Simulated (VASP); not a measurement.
Runs of VASP 6.6.1 on SiC. The structure is that of space group P6_3mc (No. 186), or close to it. The cells are those of the table. 

| cell | gap on the mesh (eV) | pressure (GPa) |
| --- | --- | --- |
| atoms relaxed from a = 2.894, b = 2.894, c = 5.146 Å, angles 90.0, 90.0, 120.0°, 4 atoms | 1.17 | 23.6 |
| atoms relaxed from a = 2.972, b = 2.972, c = 4.879 Å, angles 90.0, 90.0, 120.0°, 4 atoms | 1.96 | 23.0 |
| atoms relaxed from a = 3.056, b = 3.056, c = 5.016 Å, angles 90.0, 90.0, 120.0°, 4 atoms | (b) | 0.4 |
| atoms relaxed from a = 3.012, b = 3.012, c = 4.750 Å, angles 90.0, 90.0, 120.0°, 4 atoms | 1.97 | 22.8 |
| atoms relaxed from a = 3.220, b = 3.220, c = 4.879 Å, angles 90.0, 90.0, 120.0°, 4 atoms | (a) | -14.5 |

Alike in all rows: task relaxation of the atoms; level LDA; potentials or basis VASP PAW LDA potentials, release 64 (Si, C); no spin polarisation; k mesh 12 × 12 × 6; cutoff (eV) 520; smearing gaussian 0.05 eV.

Q: Estimate the missing entries.

A: (a) 1.64; (b) 2.12.

A k mesh can miss the band edges.
